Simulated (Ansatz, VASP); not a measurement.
**Two plane-wave programs on SiO2**

```
CELL_PARAMETERS angstrom
-0.06954 2.21727 2.21727
2.21727 -0.06954 2.21727
2.21727 2.21727 -0.06954
ATOMIC_POSITIONS crystal
Si 0.00000 0.00000 0.00000
O 0.24931 0.24931 0.24931
O 0.75069 0.75069 0.75069
```

Change from the starting cell: epitaxial_111 strain +1.0%.

Alike in both runs: task single point; functional r2SCAN; k mesh 10 × 10 × 10; no spin polarisation.

```csv
,VASP,Ansatz
version,VASP 6.6.1,Ansatz 0.2.0
potentials or method,"VASP PAW PBE potentials, release 64 (Si, O)","plane waves, PAW"
plane-wave cutoff (eV),520,500
occupations,"gaussian, width 0.01 eV",fixed
valence electrons in the cell,16,16
```

Ansatz gave:

- gap on the k mesh at the Fermi level (eV): 2.82
- pressure (GPa): 5.9
- traceless stress, the component that is largest in VASP (GPa): -2.95
- rms of the force components (eV/Å): 0.000

Q: What did VASP give for the same quantities?

A: gap on the k mesh at the Fermi level (eV): 2.78; pressure (GPa): 6.4; traceless stress, the component that is largest in VASP (GPa): -2.84; rms of the force components (eV/Å): 0.003.

VASP's potentials were made for PBE, not for r2SCAN. Atom by atom the forces differ by 0.003 eV/Å (rms over components).
